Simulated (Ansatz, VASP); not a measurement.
**WC in VASP and in Ansatz**

```
CELL_PARAMETERS angstrom
2.91659 0.00000 0.00000
-1.45830 2.52584 0.00000
0.00000 0.00000 2.83944
ATOMIC_POSITIONS crystal
W 0.00000 0.00000 0.00000
C 0.66667 0.33333 0.50000
```

Alike in both runs: task relaxation of cell and atoms; functional r2SCAN; k mesh 18 × 18 × 14; occupations gaussian, width 0.1 eV; no spin polarisation.

|  | VASP | Ansatz |
| --- | --- | --- |
| version | VASP 6.6.1 | Ansatz 0.2.0 |
| potentials or method | VASP PAW PBE potentials, release 64 (W_sv, C), cutoff 600 eV | scalar-relativistic, plane waves, PAW |
| valence electrons in the cell | 18 | 18 |

```csv
,VASP,Ansatz,Ansatz less VASP
"gap on the k mesh at the Fermi level, each at its own relaxed structure (eV)",none,none,-
relaxed volume (Å³/atom),10.46,10.41,-0.047
relaxed length of the cell vector where the two differ most in proportion (Å),2.917,2.912,-0.0044
```

VASP's potentials were made for PBE, not for r2SCAN. A gap of «none» marks a metal or a gap that the smearing closes.

Neither program's run includes spin-orbit coupling.
